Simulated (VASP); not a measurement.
Here is a VASP 6.6.1 calculation.

File INCAR:

```
SYSTEM = Ir5Rh
  PREC = Accurate
  ENCUT = 520
  EDIFF = 1E-6
  ISMEAR = 0
  SIGMA = 0.2
  LREAL = .FALSE.
  LASPH = .TRUE.
  NELM = 60
  ALGO = Fast
  ISIF = 2
  LWAVE = .FALSE.
  LCHARG = .TRUE.
  GGA = PE
  LELF = .TRUE.
  LVHAR = .TRUE.
  NBANDS = 72
```

KPOINTS

```
Automatic mesh
0
G
  8 4 2
  0 0 0
```

The input POSCAR:

```
Ir5Rh
1.0
    2.7326061896      0.0000000000      0.0000000000
    0.0000000000      5.4652123793      0.0000000000
    0.0000000000      0.0000000000     11.5889693207
Ir Rh
10 2
Direct
    0.0000000000      0.5000000000      0.8328358924
    0.0000000000      1.0000000000      0.8328358924
    0.0000000000      0.5000000000      0.1671641076
    0.0000000000      1.0000000000      0.1671641076
    0.5000000000      0.2500000000      0.3321883396
    0.5000000000      0.7500000000      0.3321883396
    0.0000000000      0.0000000000      0.5000000000
    1.0000000000      0.5000000000      0.5000000000
    0.5000000000      0.2500000000      0.6678116604
    0.5000000000      0.7500000000      0.6678116604
    0.5000000000      0.2500000000      0.0000000000
    0.5000000000      0.7500000000      0.0000000000
```

Potentials or basis: VASP PAW PBE potentials, release 64 (Ir, Rh_pv).

Command:

```sh
$ cat potpaw_PBE.64/Ir/POTCAR potpaw_PBE.64/Rh_pv/POTCAR > POTCAR
$ mpirun -np 1 vasp_std > vasp.out
```

Task: Predict the band gap on the k mesh.

Result: Zero (bands 60 and 61 overlap by 2.56 eV).

Task: What does it give for the pressure?

Result: 0.8 GPa.

Forces in eV/Å, atoms in the order of the input:
```
Ir   0.000  0.000  0.051
Ir   0.000  0.000  0.051
Ir   0.000  0.000 -0.051
Ir   0.000  0.000 -0.051
Ir   0.000  0.000  0.016
Ir   0.000  0.000  0.016
Ir   0.000  0.000  0.000
Ir   0.000  0.000  0.000
Ir   0.000  0.000 -0.016
Ir   0.000  0.000 -0.016
Rh   0.000  0.000  0.000
Rh   0.000  0.000  0.000
```

Caveat: spin-orbit coupling is left out, which moves the levels of the heavy elements.
